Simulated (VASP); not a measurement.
The system is Ni.

```
CELL_PARAMETERS angstrom
0.00000 1.76835 1.76835
1.76835 0.00000 1.76835
1.76835 1.76835 0.00000
ATOMIC_POSITIONS crystal
Ni 0.00000 0.00000 0.00000
```

Base run:

| Item | Value |
| --- | --- |
| Program | VASP 6.6.1 |
| Functional | LDA |
| Potentials or basis | VASP PAW LDA potentials, release 64 (Ni) |
| Cutoff | 520 eV |
| k mesh | 12 × 12 × 12 |
| Occupations | gaussian, width 0.1 eV |
| Spin | collinear spin, ferromagnetic start |
| Starting moments | [1.22] μB |
| Fixed moment | 1.22 μB |

Its results: pressure -13.2 GPa; site moments Ni +1.19 μB.

Task: The run is repeated on the same cell with these changes: fixed moment from 1.22 μB to 1.46 μB; moments at the start from [1.22] to [1.46]. What comes out?

Result: Pressure -8.7 GPa; site moments Ni +1.40 μB.

Caveats: the total moment is fixed, so each spin has its own Fermi level.
